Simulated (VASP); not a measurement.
# CdBr3 (R-3m) in VASP: single point with PBE

Aim: the single point of CdBr3 with PBE.

Program: VASP 6.6.1. These are calculated values, not measurements. Logs are shortened: lines on timing, memory, paths and dates and some standing lists are left out, and cuts for length are marked.

## (1) The cell of the first run

It takes space group R-3m (No. 166, trigonal). Conventional cell: a = 7.139 Å, b = 7.139 Å, c = 8.715 Å, α = 90.00°, β = 90.00°, γ = 120.00°. Within 4.7 Å of Cd (site symmetry -3m) lie 12 Br at 3.56 to 3.57 Å. Br (site symmetry 2/m) has 8 Br at 3.56 to 3.57 Å and 4 Cd at 3.56 to 3.57 Å within 4.7 Å.

The cell was generated, and may not be a known phase.

## (2) Single point, PBE

Contents of INCAR:

```
  PREC = Accurate
  ENCUT = 520
  EDIFF = 1E-6
  ISMEAR = 0
  SIGMA = 0.1
  LREAL = F
  LASPH = T
  NELM = 80
  ALGO = Normal
  ISIF = 2
  LWAVE = F
  LCHARG = T
  GGA = PE
  LELF = T
  LVHAR = T
  NBANDS = 24
```

Contents of KPOINTS:

```
Automatic mesh
0
Gamma
  3 3 3
```

Contents of POSCAR:

```
CdBr3
1.0
    3.5693989700      2.0607934500      2.9048767800
   -3.5693989700      2.0607934500      2.9048767800
    0.0000000000     -4.1215869100      2.9048767800
Cd Br
1 3
Direct
    0.0000000000      0.0000000000      0.0000000000
    0.0000000000      0.5000000000      0.5000000000
    0.5000000000      0.5000000000      0.0000000000
    0.5000000000      0.0000000000      0.5000000000
```

Potentials or basis: VASP PAW PBE potentials, release 64 (Cd, Br).

Run with:

```bash
> cat potpaw_PBE.64/Cd/POTCAR potpaw_PBE.64/Br/POTCAR > POTCAR
> mpirun -np 1 vasp_std > vasp.out
```

OUTCAR:

```text
PREC = Accurate
   ENCUT = 520
   EDIFF = 1E-6
   ISMEAR = 0
   LREAL = F
   LASPH = T
   NELM = 80
   ISIF = 2
   GGA = PE

 ion  position               nearest neighbor table
   1  0.000  0.000  0.000-
   2  0.000  0.500  0.500-
   3  0.500  0.500  0.000-
   4  0.500  0.000  0.500-

  LATTYP: Found a trigonal (rhomboedric) cell.
 ALAT       =     5.0423990088
 COS(alpha) =    -0.0021800780

  Lattice vectors:

 A1 = (   3.5693989700,   2.0607934500,   2.9048767800)
 A2 = (  -3.5693989700,   2.0607934500,   2.9048767800)
 A3 = (   0.0000000000,  -4.1215869100,   2.9048767800)

Analysis of symmetry for initial positions (statically):
=====================================================================
 Subroutine PRICEL returns:
 Original cell was already a primitive cell.

 Routine SETGRP: Setting up the symmetry group for a
 trigonal (rhombohedral) supercell.

 Subroutine GETGRP returns: Found 12 space group operations
 (whereof 12 operations were pure point group operations)
 out of a pool of 12 trial point group operations.

The static configuration has the point symmetry D_3d.

Analysis of symmetry for dynamics (positions and initial velocities):
=====================================================================
 Subroutine PRICEL returns:
 Original cell was already a primitive cell.

 Routine SETGRP: Setting up the symmetry group for a
 trigonal (rhombohedral) supercell.

 Subroutine GETGRP returns: Found 12 space group operations
 (whereof 12 operations were pure point group operations)
 out of a pool of 12 trial point group operations.

The dynamic configuration has the point symmetry D_3d.

 Subroutine INISYM returns: Found 12 space group operations
 (whereof 12 operations are pure point group operations),
 and found     1 'primitive' translations

----------------------------------------------------------------------------------------

                                     Primitive cell

  volume of cell :     128.2061

  direct lattice vectors                    reciprocal lattice vectors
     3.569398970  2.060793450  2.904876780     0.140079606  0.080874998  0.114749560
    -3.569398970  2.060793450  2.904876780    -0.140079606  0.080874998  0.114749560
     0.000000000 -4.121586910  2.904876780     0.000000000 -0.161749996  0.114749560

  length of vectors
     5.042399008  5.042399008  5.042399009     0.198319245  0.198319245  0.198319245

  position of ions in fractional coordinates (direct lattice)
     0.000000000  0.000000000  0.000000000
     1.000000000  0.500000000  0.500000000
     0.500000000  0.500000000  0.000000000
     0.500000000  1.000000000  0.500000000

  ion indices of the primitive-cell ions
   primitive index   ion index
                 1           1
                 2           2
                 3           3
                 4           4

----------------------------------------------------------------------------------------

 KPOINTS: Automatic mesh

Automatic generation of k-mesh.
 Grid dimensions read from file:
 generate k-points for:    3    3    3

 Generating k-lattice:

  Cartesian coordinates                     Fractional coordinates (reciprocal lattice)
     0.046693202  0.026958333  0.038249853     0.333333333 -0.000000000 -0.000000000
    -0.046693202  0.026958333  0.038249853    -0.000000000  0.333333333 -0.000000000
     0.000000000 -0.053916665  0.038249853     0.000000000  0.000000000  0.333333333

  Length of vectors
     0.066106415  0.066106415  0.066106415

  Shift w.r.t. Gamma in fractional coordinates (k-lattice)
     0.000000000  0.000000000  0.000000000

 Subroutine IBZKPT returns following result:
 ===========================================

 Found      6 irreducible k-points:

 Following reciprocal coordinates:
            Coordinates               Weight
  0.000000  0.000000  0.000000      1.000000
  0.333333 -0.000000 -0.000000      6.000000
  0.333333  0.333333 -0.000000      6.000000
 -0.333333  0.333333  0.000000      6.000000
  0.333333  0.333333  0.333333      2.000000
 -0.333333  0.333333  0.333333      6.000000
   k-points           NKPTS =      6   k-points in BZ     NKDIM =      6   number of bands    NBANDS=     24
   number of dos      NEDOS =    301   number of ions     NIONS =      4
   total plane-waves  NPLWV =  64000
   dimension x,y,z NGX =    40 NGY =   40 NGZ =   40
   dimension x,y,z NGXF=    80 NGYF=   80 NGZF=   80
   ions per type =               1   3
   NGX,Y,Z   is equivalent  to a cutoff of  13.19, 13.19, 13.19 a.u.
   NGXF,Y,Z  is equivalent  to a cutoff of  26.38, 26.38, 26.38 a.u.
 SYSTEM =  unknown system
   PREC   = accura    normal or accurate (medium, high low for compatibility)
   ISTART =      0    job   : 0-new  1-cont  2-samecut
   ICHARG =      2    charge: 1-file 2-atom 10-const
   ISPIN  =      1    spin polarized calculation?
   LNONCOLLINEAR =      F non collinear calculations
   LSORBIT =      F    spin-orbit coupling
   LASPH  =      T    aspherical Exc in radial PAW
   ENCUT  =  520.0 eV  38.22 Ry    6.18 a.u.   9.38  9.38  9.38*2*pi/ulx,y,z
   NELM   =     80;   NELMIN=  2; NELMDL= -5     # of ELM steps
   EDIFF  = 0.1E-05   stopping-criterion for ELM
   LREAL  =      F    real-space projection
   EDIFFG = 0.1E-04   stopping-criterion for IOM
   NSW    =      0    number of steps for IOM
   IBRION =     -1    ionic relax: 0-MD 1-quasi-New 2-CG
   NFREE  =      0    steps in history (QN), initial steepest desc. (CG)
   ISIF   =      2    stress and relaxation
   ISYM   =      2    0-nonsym 1-usesym 2-fastsym
   POTIM  = 0.5000    time-step for ionic-motion
   TEBEG  =    0.0;   TEEND  =   0.0 temperature during run
   PSTRESS=    0.0 pullay stress
   NELECT =      33.0000    total number of electrons
   NUPDOWN=      -1.0000    fix difference up-down
   EMIN   =  10.00;   EMAX   =-10.00  energy-range for DOS
   EFERMI =   0.00;   METHOD = LEGACY
   ISMEAR =     0;   SIGMA  =   0.10  broadening in eV -4-tet -1-fermi 0-gaus
   EFERMI_NEDOS =   21; number of points for ismear=-14 and -15
   IALGO  =     38    algorithm
   IMIX   =      4    mixing-type and parameters
     AMIX     =   0.40;   BMIX     =  1.00
     AMIX_MAG =   1.60;   BMIX_MAG =  1.00
  volume/ion in A,a.u.               =      32.05       216.29
  Fermi-wavevector in a.u.,A,eV,Ry     =   1.041382  1.967926 14.755192  1.084476
  Thomas-Fermi vector in A             =   2.176000
   LORBIT       =      0    0 simple, 1 ext, 2 COOP (PROOUT), +10 PAW based schemes
   GGA     = PE    functional components
   LHFCALC =     F    Hartree Fock is set to
   AEXX    =    0.0000 exact exchange contribution
   IVDW    =     0    specifies the selected vdW correction
   LEPSILON=     F    determine dielectric tensor
   LRPA    =     F    only Hartree local field effects (RPA)
 non-spin polarized calculation
 Gauss-broadening in eV      SIGMA  =   0.10
  energy-cutoff  :      520.00
  volume of cell :      128.21
 maximum number of plane-waves:      3475
 NGX is ok and might be reduce to    40
   NGX = 19   NGY = 19   NGZ = 19

 number of electron      32.9999993 magnetization

 Free energy of the ion-electron system (eV)
  ---------------------------------------------------
  ext. energy  EPLUGINS =         0.00000000
  ---------------------------------------------------
  free energy    TOTEN  =        -4.88965953 eV

  energy without entropy =       -4.81182837  energy(sigma->0) =       -4.85074395

 E-fermi :   0.0279     XC(G=0):  -8.5230

 val. band max:       -0.0040245778   @ k =   0.0000   0.0000   0.0000
 cond. band min:       0.0315083373   @ k =   0.3333   0.3333  -0.0000
 fundamental gap:      0.0355329151
 Fermi energy:         0.0279351219

 k-point     1 :       0.0000    0.0000    0.0000
  band No.  band energies     occupation
      1     -14.0560      2.00000
      2     -13.1294      2.00000
      3     -13.1294      2.00000
      4      -8.0782      2.00000
      5      -8.0782      2.00000
      6      -8.0757      2.00000
[... 16 lines left out ...]
     23       6.8870      0.00000
     24       7.0815      0.00000

 k-point     2 :       0.3333   -0.0000   -0.0000
  band No.  band energies     occupation
      1     -13.8680      2.00000
      2     -13.3413      2.00000
      3     -13.1174      2.00000
      4      -8.0957      2.00000
      5      -8.0894      2.00000
      6      -8.0888      2.00000
[... 16 lines left out ...]
     23       8.3658      0.00000
     24       8.8722      0.00000

 k-point     3 :       0.3333    0.3333   -0.0000
  band No.  band energies     occupation
      1     -13.7054      2.00000
      2     -13.3658      2.00000
      3     -13.2500      2.00000
      4      -8.0927      2.00000
      5      -8.0879      2.00000
      6      -8.0877      2.00000
[... 16 lines left out ...]
     23       9.4708      0.00000
     24      10.0431      0.00000

 k-point     4 :      -0.3333    0.3333    0.0000
  band No.  band energies     occupation
      1     -13.7078      2.00000
      2     -13.3613      2.00000
      3     -13.2519      2.00000
      4      -8.0927      2.00000
      5      -8.0884      2.00000
      6      -8.0872      2.00000
[... 16 lines left out ...]
     23       9.4642      0.00000
     24      10.0308      0.00000

 k-point     5 :       0.3333    0.3333    0.3333
  band No.  band energies     occupation
      1     -13.5875      2.00000
      2     -13.3547      2.00000
      3     -13.3547      2.00000
      4      -8.0798      2.00000
      5      -8.0798      2.00000
      6      -8.0748      2.00000
[... 16 lines left out ...]
     23       9.3314      0.00000
     24       9.3314      0.00000

 k-point     6 :      -0.3333    0.3333    0.3333
  band No.  band energies     occupation
      1     -13.5930      2.00000
      2     -13.3547      2.00000
      3     -13.3487      2.00000
      4      -8.0800      2.00000
      5      -8.0796      2.00000
      6      -8.0753      2.00000
[... 16 lines left out ...]
     23       9.3181      0.00000
     24       9.3300      0.00000

------------------------ aborting loop because EDIFF is reached ----------------------------------------

  FORCE on cell =-STRESS in cart. coord.  units (eV):
  Direction    XX          YY          ZZ          XY          YZ          ZX
  --------------------------------------------------------------------------------------
  -------------------------------------------------------------------------------------
  Total       -2.5311025     -2.5311025     -2.7662351     -0.0000000      0.0000000      0.0000000
  in kB      -31.6309176    -31.6309175    -34.5693446     -0.0000000      0.0000000      0.0000000
  external PRESSURE =     -32.6103932 kB  Pullay stress =       0.0000000 kB

 VOLUME and BASIS-vectors are now :
 -----------------------------------------------------------------------------
  energy-cutoff  :      520.00
  volume of cell :      128.21
      direct lattice vectors                 reciprocal lattice vectors
     3.569398970  2.060793450  2.904876780     0.140079606  0.080874998  0.114749560
    -3.569398970  2.060793450  2.904876780    -0.140079606  0.080874998  0.114749560
     0.000000000 -4.121586910  2.904876780     0.000000000 -0.161749996  0.114749560

 POSITION                                       TOTAL-FORCE (eV/Angst)
 -----------------------------------------------------------------------------------
      0.00000      0.00000      0.00000         0.000000     -0.000000      0.000000
     -1.78470     -1.03040      2.90488         0.000000      0.000000      0.000000
      0.00000      2.06079      2.90488        -0.000000      0.000000      0.000000
      1.78470     -1.03040      2.90488        -0.000000     -0.000000     -0.000000
 -----------------------------------------------------------------------------------
    total drift:                                0.000000      0.000000     -0.000000

  FREE ENERGIE OF THE ION-ELECTRON SYSTEM (eV)
  ---------------------------------------------------
  free  energy   TOTEN  =        -4.8896595330 eV

  energy  without entropy=       -4.8118283748  energy(sigma->0) =       -4.85074395
```

Run time: 26 s. Hardware: 1 thread of Intel Xeon Platinum 8488C (Sapphire Rapids), shared host; peak memory 0.24 GiB.

Results:

```yaml
Free_energy: -4.8897 eV
Pressure: -3.3 GPa
Band_gap_on_the_k_mesh: zero (an odd number of electrons rules out a gap without spin polarisation)
```

Caveat: the k points lie up to 0.42 Å⁻¹ apart, too coarse for converged energies and pressures of a metal; an odd number of electrons without spin polarisation forces a metal; a magnetic or distorted state may lie lower.

The gap in the log of VASP goes by the Fermi energy; the results here count the filled bands.